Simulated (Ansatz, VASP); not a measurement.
## One calculation of SnO2, two programs

```
Sn O
1.0
     3.20372    1.84967    3.90191
    -3.20372    1.84967    3.90191
     0.00000   -3.69933    3.90191
Sn O
4 8
Direct
  0.86468 0.86468 0.86468
  0.36482 0.36482 0.86482
  0.36482 0.86482 0.36482
  0.86482 0.36482 0.36482
  0.12350 0.62335 0.62335
  0.62335 0.12350 0.62335
  0.62335 0.62335 0.12350
  0.60621 0.60621 0.60621
  0.12347 0.12347 0.12347
  0.10609 0.10609 0.60624
  0.10609 0.60624 0.10609
  0.60624 0.10609 0.10609
```

Alike in both runs: task single point; functional PBEsol; k mesh 6 × 6 × 6; occupations gaussian, width 0.05 eV; no spin polarisation.

```csv
,VASP,Ansatz
version,VASP 6.6.1,Ansatz 0.2.0
potentials or method,"VASP PAW PBE potentials, release 64 (Sn_d, O), cutoff 520 eV","scalar-relativistic, plane waves, PAW"
valence electrons in the cell,104,104
```

|  | VASP | Ansatz | Ansatz less VASP |
| --- | --- | --- | --- |
| gap on the k mesh at the Fermi level (eV) | 1.92 | 1.93 | +0.011 |
| least direct gap on the mesh (eV) | 1.92 | 1.93 | +0.011 |
| pressure (GPa) | 18.1 | 17.1 | -1.04 |
| traceless stress, the component that is largest in VASP (GPa) | -2.92 | -2.16 | +0.757 |
| rms of the force components (eV/Å) | 0.756 | 0.723 | -0.0332 |

VASP's potentials were made for PBE, not for PBEsol, and Ansatz warns of the same on its side. Atom by atom the forces differ by 0.033 eV/Å (rms over components). With one functional, cell and mesh, what is left measures potentials, basis and numerics.
